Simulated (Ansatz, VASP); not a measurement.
**Sn in VASP and in Ansatz**

File INCAR:

```
ALGO     = Normal         # electronic algorithm
EDIFF    = 1E-6           # SCF threshold, eV
EDIFFG   = -0.05          # ionic threshold
ENCUT    = 600            # plane-wave cutoff, eV
GGA      = PE             # functional
IBRION   = 2              # ionic algorithm
ISIF     = 3              # what is computed and relaxed
ISMEAR   = 0              # smearing method
IVDW     = 12             # dispersion correction
LASPH    = T              # aspherical terms in the spheres
LCHARG   = F              # write CHGCAR
LREAL    = F              # projectors in reciprocal space
LWAVE    = F              # write WAVECAR
NELM     = 100            # most SCF steps
NSW      = 80             # ionic steps
PREC     = Accurate       # precision mode
SIGMA    = 0.1            # smearing width, eV
```

The input KPOINTS:

```
k-points
0
Gamma
  6 6 1
```

Contents of POSCAR:

```
Sn
1.0
    3.6331396613      0.0000000000      0.0000000000
   -1.8165698306      3.1463912422      0.0000000000
    0.0000000000      0.0000000000     35.2550050044
Sn
4
Direct
    0.0000000000      0.0000000000      0.5711557781
    0.0000000000      0.0000000000      0.4288442219
    0.3333333333      0.6666666667      0.4288237727
    0.6666666667      0.3333333333      0.5711762273
```

Input for Ansatz:

```yaml
crystal:
  lattice:
    - [3.6331396613, 0.0, 0.0]
    - [-1.8165698306, 3.1463912422, 0.0]
    - [0.0, 0.0, 35.2550050044]
  atoms:
    - { symbol: Sn, position: [0.0, 0.0, 0.5711557781] }
    - { symbol: Sn, position: [0.0, 0.0, 0.4288442219] }
    - { symbol: Sn, position: [0.3333333333, 0.6666666667, 0.4288237727] }
    - { symbol: Sn, position: [0.6666666667, 0.3333333333, 0.5711762273] }
basis:
  ecutwfc: 420
kpoints:
  mp_grid: { grid: [6, 6, 1] }
hamiltonian:
  xc: pbe
  dispersion: d3bj
scf:
  occupations: { method: gaussian, width: 0.1 }
output:
  forces: true
  stress: true
  eigenvalues: true
relax:
  adjacent_minimum: "off"
  f_tol: 0.05
  max_steps: 60
  cell: { stress_tol: 0.5 }
```

Alike in both runs: task relaxation of cell and atoms; functional PBE; dispersion D3(BJ); k mesh 6 × 6 × 1; occupations gaussian, width 0.1 eV; no spin polarisation.

|  | VASP | Ansatz |
| --- | --- | --- |
| version | VASP 6.6.1 | Ansatz 0.2.0 |
| potentials or method | VASP PAW PBE potentials, release 64 (Sn_d), cutoff 600 eV | scalar-relativistic, plane waves, PAW |
| valence electrons in the cell | 56 | 56 |

|  | VASP | Ansatz | Ansatz less VASP |
| --- | --- | --- | --- |
| gap on the k mesh at the Fermi level, each at its own relaxed structure (eV) | none | none | - |
| relaxed volume (Å³/atom) | 100.81 | 137.22 | +36.408 |
| relaxed cell length with the largest relative difference (Å) | 18.639 | 32.588 | +13.9487 |

A gap of «none» marks a metal or a gap that the smearing closes. One of these differences is far larger than is usual between the two programs; its cause wasn't traced.
